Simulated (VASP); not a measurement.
CuI, 2 atoms in the cell. Symmetry: F-43m, No. 216, cubic system. The conventional cell has a = 6.103 Å, b = 6.103 Å, c = 6.103 Å, α = 90.00°, β = 90.00°, γ = 90.00°. Within 3.5 Å of Cu (site symmetry -43m) lie 4 I at 2.64 Å. Within 3.5 Å of I (site symmetry -43m) lie 4 Cu at 2.64 Å. 

```yaml
Program: VASP 6.6.1
Task: electric field gradients
Functional: PBE
Potentials_or_basis: VASP PAW PBE potentials, release 64 (Cu, I)
Cutoff: 520 eV
k_mesh: 9 × 9 × 9
Occupations: fermi-dirac, width 0.03 eV
Spin: no spin polarisation
Dipole_correction: no
Further_INCAR_settings: ALGO = Normal; EDIFF = 1e-08; NBANDS = 16
```

Potentials or basis: VASP PAW PBE potentials, release 64 (Cu, I).

Launch:

```sh
$ cat potpaw_PBE.64/Cu/POTCAR potpaw_PBE.64/I/POTCAR > POTCAR
$ mpirun -np 1 vasp_std > vasp.out
```

Hardware: 1 thread of Intel(R) Xeon(R) Platinum 8375C CPU @ 2.90GHz (Ice Lake), on a shared host.

Q: How long does it take, and how much memory?

A: Run time: 24 s on 1 thread of Intel(R) Xeon(R) Platinum 8375C CPU @ 2.90GHz (Ice Lake), on a shared host, peak memory 0.19 GiB. Counts: scf iterations 17, k points 35.
